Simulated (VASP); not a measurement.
# InSe in VASP: further runs

InSe is run at these levels: PBE+D3(BJ); tasks: single point.

Everything below comes from runs of VASP 6.6.1. Logs are shortened: lines on timing, memory, paths and dates and some standing lists are left out, and cuts for length are marked.

## (1) The cell of the first run

The cell holds a slab with vacuum, 8 atoms: a = 4.027 Å, b = 4.027 Å, c = 28.271 Å, α = 90.00°, β = 90.00°, γ = 120.00°.

## (2) Single point, PBE+D3(BJ) (layers slid over each other)

Input file INCAR:

```
SYSTEM = InSe
ALGO = Normal ; DIPOL = 0.5 0.5 0.415
EDIFF = 1E-7 ; ENCUT = 520
GGA = PE ; IDIPOL = 3
ISIF = 2 ; ISMEAR = 0
IVDW = 12 ; LASPH = .TRUE.
LCHARG = .FALSE. ; LDIPOL = .TRUE.
LREAL = .FALSE. ; LWAVE = .FALSE.
NBANDS = 48 ; NELM = 100
PREC = Accurate ; SIGMA = 0.05
```

Input file KPOINTS:

```
k-points
0
G
  9 9 1
  0 0 0
```

Input file POSCAR:

```
InSe
1.0
    4.0266103640      0.0000000000      0.0000000000
   -2.0133051820      3.4871468663      0.0000000000
    0.0000000000      0.0000000000     28.2707108021
Se In
4 4
Direct
    0.0000000000      0.0000000000      0.1591753399
    0.0000000000      0.0000000000      0.3496677346
    0.0000000000      0.4444444444      0.4808989592
    0.0000000000      0.4444444444      0.6713913539
    0.6666666667      0.3333333333      0.2049979895
    0.6666666667      0.3333333333      0.3038451603
    0.6666666667      0.7777777778      0.5267216088
    0.6666666667      0.7777777778      0.6255687796
```

Potentials or basis: VASP PAW PBE potentials, release 64 (Se, In_d).

Command:

```sh
cat potpaw_PBE.64/Se/POTCAR potpaw_PBE.64/In_d/POTCAR > POTCAR
mpirun -np 1 vasp_std > vasp.out
```

OUTCAR:

```text
SYSTEM = InSe
   EDIFF = 1E-7
   ENCUT = 520
   GGA = PE
   ISIF = 2
   ISMEAR = 0
   IVDW = 12
   LASPH = .TRUE.
   LREAL = .FALSE.
   NELM = 100
   PREC = Accurate
 IVDW          = 12

 ion  position               nearest neighbor table
   1  0.000  0.000  0.159-   5 2.66   5 2.66   5 2.66
   2  0.000  0.000  0.350-   6 2.66   6 2.66   6 2.66
   3  0.000  0.444  0.481-   7 2.66   7 2.66   7 2.66
   4  0.000  0.444  0.671-   8 2.66   8 2.66   8 2.66
   5  0.667  0.333  0.205-   1 2.66   1 2.66   1 2.66   6 2.79
   6  0.667  0.333  0.304-   2 2.66   2 2.66   2 2.66   5 2.79
   7  0.667  0.778  0.527-   3 2.66   3 2.66   3 2.66   8 2.79
   8  0.667  0.778  0.626-   4 2.66   4 2.66   4 2.66   7 2.79

  LATTYP: Found a hexagonal cell.
 ALAT       =     4.0266103640
 C/A-ratio  =     7.0209700583

  Lattice vectors:

 A1 = (   4.0266103640,   0.0000000000,   0.0000000000)
 A2 = (  -2.0133051820,   3.4871468663,   0.0000000000)
 A3 = (   0.0000000000,   0.0000000000,  28.2707108021)

Analysis of symmetry for initial positions (statically):
=====================================================================
 Subroutine PRICEL returns:
 Original cell was already a primitive cell.

 Routine SETGRP: Setting up the symmetry group for a
 hexagonal supercell.

 Subroutine GETGRP returns: Found  2 space group operations
 (whereof  1 operations were pure point group operations)
 out of a pool of 24 trial point group operations.

The static configuration has the point symmetry C_1 .
 The point group associated with its full space group is C_2 .

Analysis of symmetry for dynamics (positions and initial velocities):
=====================================================================
 Subroutine PRICEL returns:
 Original cell was already a primitive cell.

 Routine SETGRP: Setting up the symmetry group for a
 hexagonal supercell.

 Subroutine GETGRP returns: Found  2 space group operations
 (whereof  1 operations were pure point group operations)
 out of a pool of 24 trial point group operations.

The dynamic configuration has the point symmetry C_1 .
 The point group associated with its full space group is C_2 .

 Subroutine INISYM returns: Found  2 space group operations
 (whereof  1 operations are pure point group operations),
 and found     1 'primitive' translations

----------------------------------------------------------------------------------------

                                     Primitive cell

  volume of cell :     396.9598

  direct lattice vectors                    reciprocal lattice vectors
     4.026610364  0.000000000  0.000000000     0.248347843  0.143383694  0.000000000
    -2.013305182  3.487146866  0.000000000     0.000000000  0.286767388  0.000000000
     0.000000000  0.000000000 28.270710802     0.000000000  0.000000000  0.035372298

  length of vectors
     4.026610364  4.026610364 28.270710802     0.286767388  0.286767388  0.035372298

  position of ions in fractional coordinates (direct lattice)
     0.000000000  0.000000000  0.159175340
     0.000000000  0.000000000  0.349667735
     0.000000000  0.444444444  0.480898959
     0.000000000  0.444444444  0.671391354
     0.666666667  0.333333333  0.204997990
     0.666666667  0.333333333  0.303845160
     0.666666667  0.777777778  0.526721609
     0.666666667  0.777777778  0.625568780

  ion indices of the primitive-cell ions
   primitive index   ion index
                 1           1
                 2           2
                 3           3
                 4           4
                 5           5
                 6           6
                 7           7
                 8           8

----------------------------------------------------------------------------------------

 KPOINTS: k-points

Automatic generation of k-mesh.
 Grid dimensions read from file:
 generate k-points for:    9    9    1

 Generating k-lattice:

  Cartesian coordinates                     Fractional coordinates (reciprocal lattice)
     0.027594205  0.015931522  0.000000000     0.111111111  0.000000000  0.000000000
     0.000000000  0.031863043  0.000000000     0.000000000  0.111111111  0.000000000
     0.000000000  0.000000000  0.035372298     0.000000000  0.000000000  1.000000000

  Length of vectors
     0.031863043  0.031863043  0.035372298

  Shift w.r.t. Gamma in fractional coordinates (k-lattice)
     0.000000000  0.000000000  0.000000000

 Subroutine IBZKPT returns following result:
 ===========================================

 Found     25 irreducible k-points:

 Following reciprocal coordinates:
            Coordinates               Weight
  0.000000  0.000000  0.000000      1.000000
  0.111111 -0.000000  0.000000      2.000000
  0.000000  0.111111  0.000000      4.000000
  0.222222  0.000000  0.000000      2.000000
  0.000000  0.222222  0.000000      4.000000
  0.333333 -0.000000  0.000000      2.000000
[... 16 lines left out ...]
 -0.222222 -0.444444  0.000000      4.000000
  0.444444  0.333333  0.000000      4.000000
   k-points           NKPTS =     25   k-points in BZ     NKDIM =     25   number of bands    NBANDS=     48
   number of dos      NEDOS =    301   number of ions     NIONS =      8
   total plane-waves  NPLWV = 189000
   dimension x,y,z NGX =    30 NGY =   30 NGZ =  210
   dimension x,y,z NGXF=    60 NGYF=   60 NGZF=  420
   ions per type =               4   4
   NGX,Y,Z   is equivalent  to a cutoff of  12.39, 12.39, 12.35 a.u.
   NGXF,Y,Z  is equivalent  to a cutoff of  24.77, 24.77, 24.70 a.u.
 SYSTEM =  InSe
   PREC   = accura    normal or accurate (medium, high low for compatibility)
   ISTART =      0    job   : 0-new  1-cont  2-samecut
   ICHARG =      2    charge: 1-file 2-atom 10-const
   ISPIN  =      1    spin polarized calculation?
   LNONCOLLINEAR =      F non collinear calculations
   LSORBIT =      F    spin-orbit coupling
   LASPH  =      T    aspherical Exc in radial PAW
   ENCUT  =  520.0 eV  38.22 Ry    6.18 a.u.   7.49  7.49 52.56*2*pi/ulx,y,z
   NELM   =    100;   NELMIN=  2; NELMDL= -5     # of ELM steps
   EDIFF  = 0.1E-06   stopping-criterion for ELM
   LREAL  =      F    real-space projection
   EDIFFG = 0.1E-05   stopping-criterion for IOM
   NSW    =      0    number of steps for IOM
   IBRION =     -1    ionic relax: 0-MD 1-quasi-New 2-CG
   NFREE  =      0    steps in history (QN), initial steepest desc. (CG)
   ISIF   =      2    stress and relaxation
   ISYM   =      2    0-nonsym 1-usesym 2-fastsym
   POTIM  = 0.5000    time-step for ionic-motion
   TEBEG  =    0.0;   TEEND  =   0.0 temperature during run
   PSTRESS=    0.0 pullay stress
   NELECT =      76.0000    total number of electrons
   NUPDOWN=      -1.0000    fix difference up-down
   EMIN   =  10.00;   EMAX   =-10.00  energy-range for DOS
   EFERMI =   0.00;   METHOD = LEGACY
   ISMEAR =     0;   SIGMA  =   0.05  broadening in eV -4-tet -1-fermi 0-gaus
   EFERMI_NEDOS =   21; number of points for ismear=-14 and -15
   IALGO  =     38    algorithm
   IMIX   =      4    mixing-type and parameters
     AMIX     =   0.40;   BMIX     =  1.00
     AMIX_MAG =   1.60;   BMIX_MAG =  1.00
  volume/ion in A,a.u.               =      49.62       334.85
  Fermi-wavevector in a.u.,A,eV,Ry     =   0.943548  1.783047 12.113024  0.890282
  Thomas-Fermi vector in A             =   2.071266
   LORBIT       =      0    0 simple, 1 ext, 2 COOP (PROOUT), +10 PAW based schemes
   GGA     = PE    functional components
   LHFCALC =     F    Hartree Fock is set to
   AEXX    =    0.0000 exact exchange contribution
   IVDW    =    12    specifies the selected vdW correction
   LEPSILON=     F    determine dielectric tensor
   LRPA    =     F    only Hartree local field effects (RPA)
 non-spin polarized calculation
 Gauss-broadening in eV      SIGMA  =   0.05
  energy-cutoff  :      520.00
  volume of cell :      396.96
 maximum number of plane-waves:     10749
 NGX is ok and might be reduce to    30
   NGX = 15   NGY = 15   NGZ =105

 number of electron      75.9999998 magnetization

 dipolmoment           0.000000      0.000000     -0.000025 electrons x Angstroem

 Free energy of the ion-electron system (eV)
  ---------------------------------------------------
  ext. energy  EPLUGINS =         0.00000000
  ---------------------------------------------------
  free energy    TOTEN  =       -28.40602037 eV

  energy without entropy =      -28.40602037  energy(sigma->0) =      -28.40602037

 E-fermi :  -0.0558     XC(G=0):  -5.6965

 val. band max:       -0.3032958771   @ k =   0.1111  -0.0000   0.0000
 cond. band min:       0.9606748420   @ k =   0.0000   0.0000   0.0000
 fundamental gap:      1.2639707191
 Fermi energy:        -0.0558494931

 k-point     1 :       0.0000    0.0000    0.0000
  band No.  band energies     occupation
      1     -14.5172      2.00000
      2     -14.5170      2.00000
      3     -14.3339      2.00000
      4     -14.3338      2.00000
      5     -14.3337      2.00000
      6     -14.3335      2.00000
[... 40 lines left out ...]
     47       5.0302      0.00000
     48       5.2115      0.00000

 k-point     2 :       0.1111   -0.0000    0.0000
  band No.  band energies     occupation
      1     -14.5166      2.00000
      2     -14.5164      2.00000
      3     -14.3739      2.00000
      4     -14.3730      2.00000
      5     -14.3320      2.00000
      6     -14.3318      2.00000
[... 40 lines left out ...]
     47       5.0969      0.00000
     48       5.1845      0.00000

 k-point     3 :       0.0000    0.1111    0.0000
  band No.  band energies     occupation
      1     -14.5166      2.00000
      2     -14.5164      2.00000
      3     -14.3737      2.00000
      4     -14.3729      2.00000
      5     -14.3320      2.00000
      6     -14.3320      2.00000
[... 1060 lines left out ...]
     47       5.2986      0.00000
     48       5.3193      0.00000

 k-point    24 :       0.4444    0.3333    0.0000
  band No.  band energies     occupation
      1     -14.6221      2.00000
      2     -14.6207      2.00000
      3     -14.5240      2.00000
      4     -14.5227      2.00000
      5     -14.4603      2.00000
      6     -14.4601      2.00000
[... 40 lines left out ...]
     47       5.2786      0.00000
     48       5.3311      0.00000

 [... further k-points ...]

------------------------ aborting loop because EDIFF is reached ----------------------------------------

 vacuum level on the upper side and lower side of the slab       (xc-potential included)        -0.075        -0.074

 Edisp (eV)   -1.96867

 E8    (eV) :    -0.9232

  FORCE on cell =-STRESS in cart. coord.  units (eV):
  Direction    XX          YY          ZZ          XY          YZ          ZX
  --------------------------------------------------------------------------------------
  -------------------------------------------------------------------------------------
  Total      -0.08443    -0.05277    -0.48206    -0.02742     0.02982    -0.01721
  in kB      -0.34076    -0.21298    -1.94566    -0.11066     0.12034    -0.06948
  external pressure =       -0.83 kB  Pullay stress =        0.00 kB

 VOLUME and BASIS-vectors are now :
 -----------------------------------------------------------------------------
  energy-cutoff  :      520.00
  volume of cell :      396.96
      direct lattice vectors                 reciprocal lattice vectors
     4.026610364  0.000000000  0.000000000     0.248347843  0.143383694  0.000000000
    -2.013305182  3.487146866  0.000000000     0.000000000  0.286767388  0.000000000
     0.000000000  0.000000000 28.270710802     0.000000000  0.000000000  0.035372298

 POSITION                                       TOTAL-FORCE (eV/Angst)
 -----------------------------------------------------------------------------------
      0.00000      0.00000      4.50000        -0.000207     -0.000430     -0.012368
      0.00000      0.00000      9.88536         0.001281     -0.008316      0.077378
     -0.89480      1.54984     13.59536        -0.006561      0.005268     -0.077378
     -0.89480      1.54984     18.98071        -0.000476      0.000035      0.012368
      2.01331      1.16238      5.79544        -0.000309     -0.000841      0.015133
      2.01331      1.16238      8.58992         0.003162      0.002784      0.020555
      1.11850      2.71223     14.89079         0.003992      0.001346     -0.020555
      1.11850      2.71223     17.68527        -0.000882      0.000153     -0.015133
 -----------------------------------------------------------------------------------
    total drift:                                0.000242      0.000329     -0.003151

  FREE ENERGIE OF THE ION-ELECTRON SYSTEM (eV)
  ---------------------------------------------------
  free  energy   TOTEN  =       -30.3746924503 eV

  energy  without entropy=      -30.3746924503  energy(sigma->0) =      -30.37469245

 vacuum level on the upper side and lower side of the slab         5.429         5.430
```

Wall time 21 min (1 thread of Intel Xeon Platinum 8375C at 2.90GHz (Ice Lake), shared host); peak memory 0.64 GiB.

Results:

```yaml
Free_energy: -30.3747 eV
Largest_force: 0.078 eV/Å
Band_gap_on_the_k_mesh: 1.26 eV (least direct gap 1.31 eV)
Dispersion_energy_per_atom: -0.246 eV
```

Forces on the atoms (eV/Å):
```
Se   0.000  0.000 -0.012
Se   0.001 -0.008  0.077
Se  -0.007  0.005 -0.077
Se   0.000  0.000  0.012
In   0.000 -0.001  0.015
In   0.003  0.003  0.021
In   0.004  0.001 -0.021
In  -0.001  0.000 -0.015
```

Caveat: the cell differs from its parent crystal (layers slid over each other); spin-orbit coupling is left out, which moves the levels of the heavy elements.

(Part 1 of 2 ends here.)
